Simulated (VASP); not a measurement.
# CdTe (F-43m) in VASP: single point with LDA

Aim: the single point of CdTe with LDA.

Program: VASP 6.6.1. These are calculated values, not measurements. Logs are shortened: lines on timing, memory, paths and dates and some standing lists are left out, and cuts for length are marked.

### 1 The cell of the first run

It takes space group F-43m (No. 216, cubic). The conventional cell has a = 6.410 Å, b = 6.410 Å, c = 6.410 Å, α = 90.00°, β = 90.00°, γ = 90.00°. Within 3.7 Å of Cd (site symmetry -43m) lie 4 Te at 2.78 Å. Te (site symmetry -43m) has 4 Cd at 2.78 Å within 3.7 Å.

### 2 Single point, LDA

Input file INCAR:

```
PREC = Accurate ; ENCUT = 500
EDIFF = 1E-6 ; ISMEAR = 0
SIGMA = 0.02 ; LREAL = F
LASPH = T ; NELM = 120
ALGO = Normal ; ISIF = 2
LWAVE = F ; LCHARG = F
NBANDS = 16 ; GGA_COMPAT = F
```

Input file KPOINTS:

```
regular mesh
0
Gamma
  8 8 8
```

Input file POSCAR:

```
CdTe
1.0
    0.0000000000      3.2049167192      3.2049167192
    3.2049167192      0.0000000000      3.2049167192
    3.2049167192      3.2049167192      0.0000000000
Cd Te
1 1
Direct
    0.0000000000      0.0000000000      0.0000000000
    0.7500000000      0.7500000000      0.7500000000
```

Potentials or basis: VASP PAW LDA potentials, release 64 (Cd, Te).

Launch:

```console
> cat potpaw_LDA.64/Cd/POTCAR potpaw_LDA.64/Te/POTCAR > POTCAR
> mpirun -np 1 vasp_std > vasp.out
```

OUTCAR:

```text
PREC = Accurate
   ENCUT = 500
   EDIFF = 1E-6
   ISMEAR = 0
   LREAL = F
   LASPH = T
   NELM = 120
   ISIF = 2

 ion  position               nearest neighbor table
   1  0.000  0.000  0.000-   2 2.78   2 2.78   2 2.78   2 2.78
   2  0.750  0.750  0.750-   1 2.78   1 2.78   1 2.78   1 2.78

  LATTYP: Found a face centered cubic cell.
 ALAT       =     6.4098334384

  Lattice vectors:

 A1 = (   0.0000000000,   3.2049167192,   3.2049167192)
 A2 = (   3.2049167192,   0.0000000000,   3.2049167192)
 A3 = (   3.2049167192,   3.2049167192,   0.0000000000)

Analysis of symmetry for initial positions (statically):
=====================================================================
 Subroutine PRICEL returns:
 Original cell was already a primitive cell.

 Routine SETGRP: Setting up the symmetry group for a
 face centered cubic supercell.

 Subroutine GETGRP returns: Found 24 space group operations
 (whereof 24 operations were pure point group operations)
 out of a pool of 48 trial point group operations.

The static configuration has the point symmetry T_d .

Analysis of symmetry for dynamics (positions and initial velocities):
=====================================================================
 Subroutine PRICEL returns:
 Original cell was already a primitive cell.

 Routine SETGRP: Setting up the symmetry group for a
 face centered cubic supercell.

 Subroutine GETGRP returns: Found 24 space group operations
 (whereof 24 operations were pure point group operations)
 out of a pool of 48 trial point group operations.

The dynamic configuration has the point symmetry T_d .

 Subroutine INISYM returns: Found 24 space group operations
 (whereof 24 operations are pure point group operations),
 and found     1 'primitive' translations

----------------------------------------------------------------------------------------

                                     Primitive cell

  volume of cell :      65.8385

  direct lattice vectors                    reciprocal lattice vectors
     0.000000000  3.204916719  3.204916719    -0.156010294  0.156010294  0.156010294
     3.204916719  0.000000000  3.204916719     0.156010294 -0.156010294  0.156010294
     3.204916719  3.204916719  0.000000000     0.156010294  0.156010294 -0.156010294

  length of vectors
     4.532436691  4.532436691  4.532436691     0.270217756  0.270217756  0.270217756

[... 78 lines left out ...]
   ENCUT  =  500.0 eV  36.75 Ry    6.06 a.u.   8.26  8.26  8.26*2*pi/ulx,y,z
   NELM   =    120;   NELMIN=  2; NELMDL= -5     # of ELM steps
   EDIFF  = 0.1E-05   stopping-criterion for ELM
   LREAL  =      F    real-space projection
   EDIFFG = 0.1E-04   stopping-criterion for IOM
   NSW    =      0    number of steps for IOM
   IBRION =     -1    ionic relax: 0-MD 1-quasi-New 2-CG
   NFREE  =      0    steps in history (QN), initial steepest desc. (CG)
   ISIF   =      2    stress and relaxation
   ISYM   =      2    0-nonsym 1-usesym 2-fastsym
   POTIM  = 0.5000    time-step for ionic-motion
   TEBEG  =    0.0;   TEEND  =   0.0 temperature during run
   PSTRESS=    0.0 pullay stress
   NELECT =      18.0000    total number of electrons
   NUPDOWN=      -1.0000    fix difference up-down
   EMIN   =  10.00;   EMAX   =-10.00  energy-range for DOS
   EFERMI =   0.00;   METHOD = LEGACY
   ISMEAR =     0;   SIGMA  =   0.02  broadening in eV -4-tet -1-fermi 0-gaus
   EFERMI_NEDOS =   21; number of points for ismear=-14 and -15
   IALGO  =     38    algorithm
   IMIX   =      4    mixing-type and parameters
     AMIX     =   0.40;   BMIX     =  1.00
     AMIX_MAG =   1.60;   BMIX_MAG =  1.00
  volume/ion in A,a.u.               =      32.92       222.15
  Fermi-wavevector in a.u.,A,eV,Ry     =   1.062524  2.007880 15.360408  1.128958
  Thomas-Fermi vector in A             =   2.197978
   LORBIT       =      0    0 simple, 1 ext, 2 COOP (PROOUT), +10 PAW based schemes
   GGA     = CA    functional components
   LHFCALC =     F    Hartree Fock is set to
   AEXX    =    0.0000 exact exchange contribution
   IVDW    =     0    specifies the selected vdW correction
   LEPSILON=     F    determine dielectric tensor
   LRPA    =     F    only Hartree local field effects (RPA)
 non-spin polarized calculation
 Gauss-broadening in eV      SIGMA  =   0.02
  energy-cutoff  :      500.00
  volume of cell :       65.84
 maximum number of plane-waves:      1700
 NGX is ok and might be reduce to    36
   NGX = 17   NGY = 17   NGZ = 17

 number of electron      17.9999995 magnetization

 Free energy of the ion-electron system (eV)
  ---------------------------------------------------
  ext. energy  EPLUGINS =         0.00000000
  ---------------------------------------------------
  free energy    TOTEN  =        -6.05088953 eV

  energy without entropy =       -6.05088953  energy(sigma->0) =       -6.05088953

 E-fermi :   2.6000     XC(G=0):  -9.0902

 val. band max:        2.4667522406   @ k =   0.0000   0.0000   0.0000
 cond. band min:       3.1203765509   @ k =   0.0000   0.0000   0.0000
 fundamental gap:      0.6536243103
 Fermi energy:         2.6000159070

 k-point     1 :       0.0000    0.0000    0.0000
  band No.  band energies     occupation
      1      -8.9692      2.00000
      2      -5.9453      2.00000
      3      -5.9453      2.00000
      4      -5.9453      2.00000
      5      -5.6557      2.00000
      6      -5.6557      2.00000
[... 433 lines left out ...]
      3      -5.8335      2.00000
      4      -5.6748      2.00000
      5      -5.6506      2.00000
      6      -5.1801      2.00000
[... 8 lines left out ...]
     15      12.4799      0.00000
     16      13.0560      0.00000

 [... further k-points ...]

------------------------ aborting loop because EDIFF is reached ----------------------------------------

  FORCE on cell =-STRESS in cart. coord.  units (eV):
  Direction    XX          YY          ZZ          XY          YZ          ZX
  --------------------------------------------------------------------------------------
  -------------------------------------------------------------------------------------
  Total        0.0997645      0.0997645      0.0997645     -0.0000000      0.0000000     -0.0000000
  in kB        2.4277644      2.4277644      2.4277644     -0.0000000      0.0000000     -0.0000000
  external PRESSURE =       2.4277644 kB  Pullay stress =       0.0000000 kB

 VOLUME and BASIS-vectors are now :
 -----------------------------------------------------------------------------
  energy-cutoff  :      500.00
  volume of cell :       65.84
      direct lattice vectors                 reciprocal lattice vectors
     0.000000000  3.204916719  3.204916719    -0.156010294  0.156010294  0.156010294
     3.204916719  0.000000000  3.204916719     0.156010294 -0.156010294  0.156010294
     3.204916719  3.204916719  0.000000000     0.156010294  0.156010294 -0.156010294

 POSITION                                       TOTAL-FORCE (eV/Angst)
 -----------------------------------------------------------------------------------
      0.00000      0.00000      0.00000        -0.000000     -0.000000     -0.000000
      4.80738      4.80738      4.80738         0.000000      0.000000      0.000000
 -----------------------------------------------------------------------------------
    total drift:                               -0.000000     -0.000000     -0.000000

  FREE ENERGIE OF THE ION-ELECTRON SYSTEM (eV)
  ---------------------------------------------------
  free  energy   TOTEN  =        -6.0508895298 eV

  energy  without entropy=       -6.0508895298  energy(sigma->0) =       -6.05088953
```

stdout:

```text
POSCAR found type information on POSCAR CdTe
 POSCAR found :  2 types and       2 ions
 scaLAPACK will be used
 LDA part: xc-table for (Slater(with rela. corr.)+CA(PZ))
 , standard interpolation
 POSCAR, INCAR and KPOINTS ok, starting setup
 FFT: planning ... GRIDC
 FFT: planning ... GRID_SOFT
 FFT: planning ... GRID
 WAVECAR not read
 entering main loop
```

Run time: 16 s. Hardware: 1 thread of AMD EPYC 9R45 (Zen 5), shared host; peak memory 0.15 GiB.

Results:

```
Free energy            : -6.0509 eV
Pressure               : 0.2 GPa
Band gap on the k mesh : 0.65 eV
```

Caveat: semilocal functionals underestimate gaps, and a narrow one can read as zero; spin-orbit coupling is left out, which moves the levels of the heavy elements.
